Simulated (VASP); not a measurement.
# AlN (I-4m2) in VASP: further runs

AlN is run at these levels: PBE; tasks: single point.

Program: VASP 6.6.1. These are calculated values, not measurements. Logs are shortened: lines on timing, memory, paths and dates and some standing lists are left out, and cuts for length are marked.

## Step 1: The cell of the first run

It takes space group I-4m2 (No. 119, tetragonal). The conventional cell has a = 3.495 Å, b = 3.495 Å, c = 3.494 Å, α = 90.00°, β = 90.00°, γ = 90.00°. Al (site symmetry -4m2) has 4 N at 1.95 Å within 2.6 Å. Within 2.6 Å of N (site symmetry -4m2) lie 4 Al at 1.95 Å.

## Step 2: Single point, PBE

The input, INCAR:

```
SYSTEM = AlN
PREC = Accurate ; ENCUT = 520
EDIFF = 1E-6 ; ISMEAR = 0
SIGMA = 0.05 ; LREAL = .FALSE.
LASPH = .TRUE. ; NELM = 100
ALGO = Normal ; ISIF = 2
LWAVE = .FALSE. ; LCHARG = .TRUE.
GGA = PE ; LELF = .TRUE.
LVHAR = .TRUE. ; NBANDS = 11
```

The input, KPOINTS:

```
Automatic mesh
0
G
  10 10 10
  0 0 0
```

The input, POSCAR:

```
AlN
1.0
    0.0000000000      2.4713223763      1.7472249200
    2.4713223763      0.0000000000      1.7472249200
    2.4713223763      2.4713223763      0.0000000000
Al N
1 1
Direct
    0.0000000000      0.0000000000      0.0000000000
    0.7500000000      0.7500000000      0.7500000000
```

Potentials or basis: VASP PAW PBE potentials, release 64 (Al, N).

Run with:

```
$ cat potpaw_PBE.64/Al/POTCAR potpaw_PBE.64/N/POTCAR > POTCAR
$ mpirun -np 1 vasp_std > vasp.out
```

OUTCAR:

```text
SYSTEM = AlN
   PREC = Accurate
   ENCUT = 520
   EDIFF = 1E-6
   ISMEAR = 0
   LREAL = .FALSE.
   LASPH = .TRUE.
   NELM = 100
   ISIF = 2
   GGA = PE

 ion  position               nearest neighbor table
   1  0.000  0.000  0.000-   2 1.95   2 1.95   2 1.95   2 1.95
   2  0.750  0.750  0.750-   1 1.95   1 1.95   1 1.95   1 1.95

  LATTYP: Found a body centered tetragonal cell.
 ALAT       =     3.4949776216
 C/A-ratio  =     0.9998489886

  Lattice vectors:

 A1 = (   0.0000000000,  -2.4713223763,  -1.7472249200)
 A2 = (   0.0000000000,   2.4713223763,  -1.7472249200)
 A3 = (   2.4713223763,   0.0000000000,   1.7472249200)

Analysis of symmetry for initial positions (statically):
=====================================================================
 Subroutine PRICEL returns:
 Original cell was already a primitive cell.

 Routine SETGRP: Setting up the symmetry group for a
 body centered tetragonal supercell.

 Subroutine GETGRP returns: Found  8 space group operations
 (whereof  8 operations were pure point group operations)
 out of a pool of 16 trial point group operations.

The static configuration has the point symmetry D_2d.

Analysis of symmetry for dynamics (positions and initial velocities):
=====================================================================
 Subroutine PRICEL returns:
 Original cell was already a primitive cell.

 Routine SETGRP: Setting up the symmetry group for a
 body centered tetragonal supercell.

 Subroutine GETGRP returns: Found  8 space group operations
 (whereof  8 operations were pure point group operations)
 out of a pool of 16 trial point group operations.

The dynamic configuration has the point symmetry D_2d.

 Subroutine INISYM returns: Found  8 space group operations
 (whereof  8 operations are pure point group operations),
 and found     1 'primitive' translations

----------------------------------------------------------------------------------------

                                     Primitive cell

  volume of cell :      21.3421

  direct lattice vectors                    reciprocal lattice vectors
     0.000000000  2.471322376  1.747224920    -0.202320832  0.202320832  0.286168080
     2.471322376  0.000000000  1.747224920     0.202320832 -0.202320832  0.286168080
     2.471322376  2.471322376  0.000000000     0.202320832  0.202320832 -0.286168080

  length of vectors
     3.026587056  3.026587056  3.494977622     0.404672223  0.404672223  0.404672223

  position of ions in fractional coordinates (direct lattice)
     0.000000000  0.000000000  0.000000000
     0.750000000  0.750000000  0.750000000

  ion indices of the primitive-cell ions
   primitive index   ion index
                 1           1
                 2           2

----------------------------------------------------------------------------------------

 KPOINTS: Automatic mesh

Automatic generation of k-mesh.
 Grid dimensions read from file:
 generate k-points for:   10   10   10

 Generating k-lattice:

  Cartesian coordinates                     Fractional coordinates (reciprocal lattice)
    -0.020232083  0.020232083  0.028616808     0.100000000  0.000000000  0.000000000
     0.020232083 -0.020232083  0.028616808     0.000000000  0.100000000  0.000000000
     0.020232083  0.020232083 -0.028616808     0.000000000  0.000000000  0.100000000

  Length of vectors
     0.040467222  0.040467222  0.040467222

  Shift w.r.t. Gamma in fractional coordinates (k-lattice)
     0.000000000  0.000000000  0.000000000

 Subroutine IBZKPT returns following result:
 ===========================================

 Found    102 irreducible k-points:

 Following reciprocal coordinates:
            Coordinates               Weight
  0.000000  0.000000  0.000000      1.000000
  0.100000 -0.000000  0.000000      8.000000
  0.200000 -0.000000  0.000000      8.000000
  0.300000  0.000000  0.000000      8.000000
  0.400000 -0.000000  0.000000      8.000000
  0.500000  0.000000  0.000000      4.000000
[... 16 lines left out ...]
  0.300000  0.300000  0.000000      2.000000
  0.400000  0.300000  0.000000      8.000000
 [... further k-points ...]
   k-points           NKPTS =    102   k-points in BZ     NKDIM =    102   number of bands    NBANDS=     11
   number of dos      NEDOS =    301   number of ions     NIONS =      2
   total plane-waves  NPLWV =  16128
   dimension x,y,z NGX =    24 NGY =   24 NGZ =   28
   dimension x,y,z NGXF=    48 NGYF=   48 NGZF=   56
   ions per type =               1   1
   NGX,Y,Z   is equivalent  to a cutoff of  13.18, 13.18, 13.32 a.u.
   NGXF,Y,Z  is equivalent  to a cutoff of  26.37, 26.37, 26.64 a.u.
 SYSTEM =  AlN
   PREC   = accura    normal or accurate (medium, high low for compatibility)
   ISTART =      0    job   : 0-new  1-cont  2-samecut
   ICHARG =      2    charge: 1-file 2-atom 10-const
   ISPIN  =      1    spin polarized calculation?
   LNONCOLLINEAR =      F non collinear calculations
   LSORBIT =      F    spin-orbit coupling
   LASPH  =      T    aspherical Exc in radial PAW
   ENCUT  =  520.0 eV  38.22 Ry    6.18 a.u.   5.63  5.63  6.50*2*pi/ulx,y,z
   NELM   =    100;   NELMIN=  2; NELMDL= -5     # of ELM steps
   EDIFF  = 0.1E-05   stopping-criterion for ELM
   LREAL  =      F    real-space projection
   EDIFFG = 0.1E-04   stopping-criterion for IOM
   NSW    =      0    number of steps for IOM
   IBRION =     -1    ionic relax: 0-MD 1-quasi-New 2-CG
   NFREE  =      0    steps in history (QN), initial steepest desc. (CG)
   ISIF   =      2    stress and relaxation
   ISYM   =      2    0-nonsym 1-usesym 2-fastsym
   POTIM  = 0.5000    time-step for ionic-motion
   TEBEG  =    0.0;   TEEND  =   0.0 temperature during run
   PSTRESS=    0.0 pullay stress
   NELECT =       8.0000    total number of electrons
   NUPDOWN=      -1.0000    fix difference up-down
   EMIN   =  10.00;   EMAX   =-10.00  energy-range for DOS
   EFERMI =   0.00;   METHOD = LEGACY
   ISMEAR =     0;   SIGMA  =   0.05  broadening in eV -4-tet -1-fermi 0-gaus
   EFERMI_NEDOS =   21; number of points for ismear=-14 and -15
   IALGO  =     38    algorithm
   IMIX   =      4    mixing-type and parameters
     AMIX     =   0.40;   BMIX     =  1.00
     AMIX_MAG =   1.60;   BMIX_MAG =  1.00
  volume/ion in A,a.u.               =      10.67        72.01
  Fermi-wavevector in a.u.,A,eV,Ry     =   1.180390  2.230614 18.957286  1.393321
  Thomas-Fermi vector in A             =   2.316684
   LORBIT       =      0    0 simple, 1 ext, 2 COOP (PROOUT), +10 PAW based schemes
   GGA     = PE    functional components
   LHFCALC =     F    Hartree Fock is set to
   AEXX    =    0.0000 exact exchange contribution
   IVDW    =     0    specifies the selected vdW correction
   LEPSILON=     F    determine dielectric tensor
   LRPA    =     F    only Hartree local field effects (RPA)
 non-spin polarized calculation
 Gauss-broadening in eV      SIGMA  =   0.05
  energy-cutoff  :      520.00
  volume of cell :       21.34
 maximum number of plane-waves:       603
   NGX = 11   NGY = 11   NGZ = 13

 number of electron       7.9999999 magnetization

 Free energy of the ion-electron system (eV)
  ---------------------------------------------------
  ext. energy  EPLUGINS =         0.00000000
  ---------------------------------------------------
  free energy    TOTEN  =       -14.43612321 eV

  energy without entropy =      -14.43612321  energy(sigma->0) =      -14.43612321

 E-fermi :   6.9790     XC(G=0): -10.9288

 val. band max:        6.7842478174   @ k =   0.0000   0.0000   0.0000
 cond. band min:       9.6230505673   @ k =   0.0000   0.0000   0.0000
 fundamental gap:      2.8388027499
 Fermi energy:         6.9789571988

 k-point     1 :       0.0000    0.0000    0.0000
  band No.  band energies     occupation
      1      -8.8877      2.00000
      2       5.8635      2.00000
      3       5.8635      2.00000
      4       6.7842      2.00000
      5       9.6231      0.00000
      6      18.4636      0.00000
      7      18.6996      0.00000
      8      18.9070      0.00000
      9      18.9070      0.00000
     10      22.1000      0.00000
     11      22.1000      0.00000

 k-point     2 :       0.1000   -0.0000    0.0000
  band No.  band energies     occupation
      1      -8.7327      2.00000
      2       5.2488      2.00000
      3       5.7063      2.00000
      4       6.4835      2.00000
      5      10.3982      0.00000
      6      17.4773      0.00000
      7      17.5105      0.00000
      8      19.1110      0.00000
      9      19.5455      0.00000
     10      21.1795      0.00000
     11      23.3444      0.00000

 k-point     3 :       0.2000   -0.0000    0.0000
  band No.  band energies     occupation
      1      -8.2916      2.00000
      2       3.7251      2.00000
      3       5.3272      2.00000
      4       6.3186      2.00000
      5      11.5147      0.00000
      6      15.9212      0.00000
      7      16.2022      0.00000
      8      19.3473      0.00000
      9      20.9695      0.00000
     10      21.4384      0.00000
     11      25.8531      0.00000

 k-point     4 :       0.3000    0.0000    0.0000
  band No.  band energies     occupation
      1      -7.6491      2.00000
      2       2.1125      2.00000
      3       4.9102      2.00000
      4       6.2153      2.00000
      5      11.7894      0.00000
      6      15.1721      0.00000
      7      15.5719      0.00000
      8      19.7157      0.00000
      9      22.2093      0.00000
     10      22.9221      0.00000
     11      27.3751      0.00000
[... 239 lines left out ...]
 k-point    22 :      -0.2000    0.2000    0.0000
  band No.  band energies     occupation
      1      -7.7286      2.00000
      2       2.9109      2.00000
      3       4.6850      2.00000
      4       5.6447      2.00000
      5      12.8674      0.00000
      6      13.9935      0.00000
      7      16.5885      0.00000
      8      19.2100      0.00000
      9      21.5238      0.00000
     10      21.8873      0.00000
     11      24.9268      0.00000

 k-point    23 :       0.3000    0.3000    0.0000
  band No.  band energies     occupation
      1      -6.6837      2.00000
      2       2.7393      2.00000
      3       3.6440      2.00000
      4       3.6440      2.00000
      5      12.1473      0.00000
      6      13.5285      0.00000
      7      17.8997      0.00000
      8      17.8997      0.00000
      9      22.2074      0.00000
     10      22.7317      0.00000
     11      28.1938      0.00000

 k-point    24 :       0.4000    0.3000    0.0000
  band No.  band energies     occupation
      1      -6.2107      2.00000
      2       2.1930      2.00000
      3       3.2708      2.00000
      4       3.6525      2.00000
      5      11.6578      0.00000
      6      12.8026      0.00000
      7      18.0853      0.00000
      8      18.1584      0.00000
      9      22.0212      0.00000
     10      24.6060      0.00000
     11      28.5128      0.00000

 [... further k-points ...]
[... 5 lines left out ...]
  --------------------------------------------------------------------------------------
  -------------------------------------------------------------------------------------
  Total       -2.4119512     -2.4119512      0.8533503      0.0000000      0.0000000      0.0000000
  in kB     -181.0679122   -181.0679122     64.0619755      0.0000000      0.0000000      0.0000000
  external PRESSURE =     -99.3579496 kB  Pullay stress =       0.0000000 kB

 VOLUME and BASIS-vectors are now :
 -----------------------------------------------------------------------------
  energy-cutoff  :      520.00
  volume of cell :       21.34
      direct lattice vectors                 reciprocal lattice vectors
     0.000000000  2.471322376  1.747224920    -0.202320832  0.202320832  0.286168080
     2.471322376  0.000000000  1.747224920     0.202320832 -0.202320832  0.286168080
     2.471322376  2.471322376  0.000000000     0.202320832  0.202320832 -0.286168080

 POSITION                                       TOTAL-FORCE (eV/Angst)
 -----------------------------------------------------------------------------------
      0.00000      0.00000      0.00000        -0.000000     -0.000000      0.000000
      3.70698      3.70698      2.62084         0.000000      0.000000     -0.000000
 -----------------------------------------------------------------------------------
    total drift:                                0.000001      0.000001     -0.000001

  FREE ENERGIE OF THE ION-ELECTRON SYSTEM (eV)
  ---------------------------------------------------
  free  energy   TOTEN  =       -14.4361232067 eV

  energy  without entropy=      -14.4361232067  energy(sigma->0) =      -14.43612321
```

Wall time 7.7 s (1 thread of Intel Xeon 6975P-C (Granite Rapids), shared host); peak memory 0.15 GiB.

What came out:

```
Free energy            : -14.4361 eV
Pressure               : -9.9 GPa
Band gap on the k mesh : 2.84 eV, direct
```

Stress tensor (GPa, compression positive):
```
-18.11   0.00   0.00
  0.00 -18.11   0.00
  0.00   0.00   6.41
```

Levels at points of the mesh, in eV from the valence-band top:
```tsv
k point	band 1	band 2	band 3	band 4	band 5	band 6	band 7	band 8	band 9
(0.00, 0.00, 0.00)	-15.67	-0.92	-0.92	0.00	2.84	11.68	11.92	12.12	12.12
(0.50, 0.00, 0.00)	-13.49	-6.47	-2.29	-0.68	4.40	7.54	9.75	13.71	16.01
(0.50, 0.50, 0.00)	-12.34	-4.18	-4.18	-3.26	2.96	3.79	12.91	12.91	15.67
(0.50, 0.00, 0.50)	-13.43	-6.76	-1.37	-1.30	3.77	9.25	10.57	11.54	16.59
```

## Step 3: Single point, PBE

This run uses another cell than the first one, of the same volume but with other edges.

The input, INCAR:

```
SYSTEM = AlN
  PREC = Accurate
  ENCUT = 520
  EDIFF = 1E-7
  ISMEAR = 0
  SIGMA = 0.05
  LREAL = .FALSE.
  LASPH = .TRUE.
  NELM = 80
  ALGO = Normal
  ISIF = 2
  LWAVE = .FALSE.
  LCHARG = .FALSE.
  GGA = PE
  NBANDS = 11
```

The input, KPOINTS:

```
regular mesh
0
G
  10 10 10
  0 0 0
```

The input, POSCAR:

```
AlN
1.0
    0.0000000000      1.9614898699      2.7735466761
    1.9614898699      0.0000000000      2.7735466761
    1.9614898699      1.9614898699      0.0000000000
Al N
1 1
Direct
    0.0000000000      0.0000000000      0.0000000000
    0.7500000000      0.7500000000      0.7500000000
```

Potentials or basis: VASP PAW PBE potentials, release 64 (Al, N).

Run with:

```
$ cat potpaw_PBE.64/Al/POTCAR potpaw_PBE.64/N/POTCAR > POTCAR
$ mpirun -np 1 vasp_std > vasp.out
```

It took 9.8 s on 1 thread of Intel Xeon 6975P-C (Granite Rapids), shared host; peak memory 0.16 GiB.

The run converged. Its results:

| Quantity | Value |
| --- | --- |
| Free energy | -13.5442 eV |
| Pressure | -4.4 GPa |
| Band gap on the k mesh | 0.95 eV, indirect (least direct gap 1.30 eV) |

Stress tensor (GPa, compression positive):
```
 30.14   0.00   0.00
  0.00  30.14   0.00
  0.00   0.00 -73.35
```

Levels at points of the mesh, in eV from the valence-band top:
| k point | band 1 | band 2 | band 3 | band 4 | band 5 | band 6 | band 7 | band 8 | band 9 |
| --- | --- | --- | --- | --- | --- | --- | --- | --- | --- |
| (0.00, 0.00, 0.00) | -16.32 | -3.01 | -0.35 | -0.35 | 0.95 | 9.43 | 10.43 | 11.10 | 11.10 |
| (0.50, 0.00, 0.00) | -14.10 | -7.19 | -3.54 | -0.05 | 2.15 | 7.91 | 11.11 | 12.92 | 14.57 |
| (0.50, 0.50, 0.00) | -14.59 | -8.60 | -1.05 | -1.05 | 3.75 | 7.69 | 10.57 | 14.99 | 14.99 |
| (0.50, 0.00, 0.50) | -12.95 | -5.14 | -3.96 | -3.54 | 1.68 | 5.05 | 8.21 | 11.90 | 14.56 |

(Continued in part 2 of 2.)
